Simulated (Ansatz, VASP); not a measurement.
## One calculation of WSe2, two programs

File INCAR:

```
PREC = Accurate ; ENCUT = 520
EDIFF = 1E-7 ; ISMEAR = 0
SIGMA = 0.05 ; LREAL = F
LASPH = T ; NELM = 60
ALGO = Normal ; ISIF = 2
LWAVE = F ; LCHARG = T
GGA = PE ; LELF = T
LVHAR = T ; NBANDS = 64
```

Contents of KPOINTS:

```
regular mesh
0
Gamma
  12 12 1
```

POSCAR

```
WSe2
1.0
    3.3206779314      0.0000000000      0.0000000000
   -1.6603389657      2.8757914463      0.0000000000
    0.0000000000      0.0000000000     35.8623497995
W Se
4 8
Direct
    0.6666666667      0.3333333333      0.9017078408
    0.6666666667      0.3333333333      0.2946354236
    0.3333333333      0.6666666667      0.7053645764
    0.3333333333      0.6666666667      0.0982921592
    0.3333333333      0.6666666667      0.9449957770
    0.3333333333      0.6666666667      0.3379184716
    0.6666666667      0.3333333333      0.7486532095
    0.6666666667      0.3333333333      0.1415801562
    0.3333333333      0.6666666667      0.8584198438
    0.3333333333      0.6666666667      0.2513467905
    0.6666666667      0.3333333333      0.6620815284
    0.6666666667      0.3333333333      0.0550042230
```

Input for Ansatz:

```yaml
crystal:
  lattice:
    - [3.3206779314, 0.0, 0.0]
    - [-1.6603389657, 2.8757914463, 0.0]
    - [0.0, 0.0, 35.8623497995]
  atoms:
    - { symbol: W, position: [0.6666666667, 0.3333333333, 0.9017078408] }
    - { symbol: W, position: [0.6666666667, 0.3333333333, 0.2946354236] }
    - { symbol: W, position: [0.3333333333, 0.6666666667, 0.7053645764] }
    - { symbol: W, position: [0.3333333333, 0.6666666667, 0.0982921592] }
    - { symbol: Se, position: [0.3333333333, 0.6666666667, 0.944995777] }
    - { symbol: Se, position: [0.3333333333, 0.6666666667, 0.3379184716] }
    - { symbol: Se, position: [0.6666666667, 0.3333333333, 0.7486532095] }
    - { symbol: Se, position: [0.6666666667, 0.3333333333, 0.1415801562] }
    - { symbol: Se, position: [0.3333333333, 0.6666666667, 0.8584198438] }
    - { symbol: Se, position: [0.3333333333, 0.6666666667, 0.2513467905] }
    - { symbol: Se, position: [0.6666666667, 0.3333333333, 0.6620815284] }
    - { symbol: Se, position: [0.6666666667, 0.3333333333, 0.055004223] }
basis:
  ecutwfc: 420
kpoints:
  mp_grid: { grid: [12, 12, 1] }
hamiltonian:
  xc: pbe
scf:
  occupations: { method: gaussian, width: 0.05 }
output:
  forces: true
  stress: true
  eigenvalues: true
```

Change from the starting cell: strain -0.0750 x Voigt [0, 0, 1, 0, 0, 0], atoms carried along.

Alike in both runs: task single point; functional PBE; k mesh 12 × 12 × 1; occupations gaussian, width 0.05 eV; no spin polarisation.

```csv
,VASP,Ansatz
version,VASP 6.6.1,Ansatz 0.2.0
potentials or method,"VASP PAW PBE potentials, release 64 (W_sv, Se), cutoff 520 eV","scalar-relativistic, plane waves, PAW"
valence electrons in the cell,104,184
```

Ansatz gave:

* gap on the k mesh at the Fermi level (eV): 0.75
* least direct gap on the mesh (eV): 1.26
* rms of the force components (eV/Å): 1.184

Problem. Estimate VASP's values.

Solution. gap on the k mesh at the Fermi level (eV): 0.74; least direct gap on the mesh (eV): 1.25; rms of the force components (eV/Å): 1.215.

Atom by atom the forces differ by 0.031 eV/Å (rms over components). With one functional, cell and mesh, what is left measures potentials, basis and numerics. VASP's potentials hold 104 valence electrons a cell and Ansatz's 184, so a difference there can come from the potentials and not from the codes.

Neither program's run includes spin-orbit coupling.
